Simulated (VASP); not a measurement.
A run of VASP 6.6.1 is set up as follows.

The input POSCAR:

```
Pt
1.0
    2.8148100603      0.0000000000      0.0000000000
   -1.4074050301      2.4376970190      0.0000000000
    0.0000000000      0.0000000000      4.8861212732
Pt
2
Direct
    0.3333333333      0.6666666667      0.2500000000
    0.6666666667      0.3333333333      0.7500000000
```

Contents of INCAR.step1:

```
PREC = Accurate
ENCUT = 520
ISMEAR = -1
SIGMA = 0.05
LREAL = False
LASPH = True
NELM = 80
NBANDS = 17
GGA = PE
ALGO = Normal
EDIFF = 1E-4
LWAVE = True
LCHARG = False
```

Contents of INCAR.step2:

```
PREC = Accurate
ENCUT = 520
EDIFF = 1E-6
ISMEAR = -1
SIGMA = 0.05
LREAL = False
LASPH = True
NELM = 80
ALGO = Normal
ISIF = 2
LWAVE = False
LCHARG = False
METAGGA = R2SCAN
LMIXTAU = True
NBANDS = 17
ISTART = 1
```

Contents of KPOINTS:

```
regular mesh
0
Gamma
  11 11 6
```

Potentials or basis: VASP PAW PBE potentials, release 64 (Pt).

Command:

```bash
$ cat potpaw_PBE.64/Pt/POTCAR > POTCAR
$ cp INCAR.step1 INCAR
$ mpirun -np 1 vasp_std > vasp.out
$ cp INCAR.step2 INCAR
$ mpirun -np 1 vasp_std > vasp.out
```

(1) Estimate the pressure.

(2) Predict the band gap on the k mesh.

Answers

(1) -17.3 GPa.

(2) zero (band 10 reaches 9.43 eV, above the bottom of band 11 at 8.28 eV).

Caveat: the PAW data sets were made with another functional, which shifts forces and pressure a little; spin-orbit coupling is left out, which moves the levels of the heavy elements.
